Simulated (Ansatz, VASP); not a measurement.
## Sb: VASP beside Ansatz

```
CELL_PARAMETERS angstrom
2.18780 1.26313 3.84287
-2.18780 1.26313 3.84287
0.00000 -2.52626 3.84287
ATOMIC_POSITIONS crystal
Sb 0.23275 0.23275 0.23275
Sb 0.76725 0.76725 0.76725
```

Alike in both runs: functional PBE; k mesh 12 × 12 × 12; occupations gaussian, width 0.1 eV; no spin polarisation.

Ansatz relaxed the structure, and its values are those at the end. VASP's run is a single point on that final structure, the one shown.

|  | VASP | Ansatz |
| --- | --- | --- |
| version | VASP 6.6.1 | Ansatz 0.2.0 |
| potentials or method | VASP PAW PBE potentials, release 64 (Sb), cutoff 520 eV | scalar-relativistic, plane waves, PAW |
| valence electrons in the cell | 10 | 30 |

VASP gave:

* gap on the k mesh at the Fermi level (eV): none
* pressure (GPa): 0.0
* rms of the force components (eV/Å): 0.021

Estimate Ansatz's values.

gap on the k mesh at the Fermi level (eV): none; pressure (GPa): 0.0; rms of the force components (eV/Å): 0.001.

A gap of «none» marks a metal or a gap that the smearing closes. VASP's potentials hold 10 valence electrons a cell and Ansatz's 30, so a difference there can come from the potentials and not from the codes.

Neither program's run includes spin-orbit coupling.
